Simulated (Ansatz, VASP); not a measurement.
ZrTa2C2: VASP beside Ansatz

```
Zr Ta C
1.0
     3.52814    0.00000    0.00000
    -1.76407    3.05546    0.00000
     0.00000    0.00000    6.25537
Zr Ta C
1 2 2
Direct
  0.00000 0.00000 0.00000
  0.33333 0.66667 0.29091
  0.66667 0.33333 0.70909
  0.33333 0.66667 0.62531
  0.66667 0.33333 0.37469
```

Change from the starting cell: species swapped into the Tb2SeO2 type (P-3m1, No. 164).

Alike in both runs: task single point; functional PBE; k mesh 6 × 6 × 4; occupations gaussian, width 0.1 eV; no spin polarisation.

|  | VASP | Ansatz |
| --- | --- | --- |
| version | VASP 6.6.1 | Ansatz 0.2.0 |
| potentials or method | VASP PAW PBE potentials, release 64 (Zr_sv, Ta_pv, C), cutoff 520 eV | scalar-relativistic, plane waves, PAW |
| valence electrons in the cell | 42 | 46 |

```tsv
	VASP	Ansatz	Ansatz less VASP
gap on the k mesh at the Fermi level (eV)	none	none	-
rms of the force components (eV/Å)	1.831	1.842	+0.0115
```

Atom by atom the forces differ by 0.024 eV/Å (rms over components). A gap of «none» marks a metal or a gap that the smearing closes. The functional is the same, so the differences come from potentials, cutoffs and numerics. VASP's potentials hold 42 valence electrons a cell and Ansatz's 46, so a difference there can come from the potentials and not from the codes.

Spin-orbit coupling is off throughout.
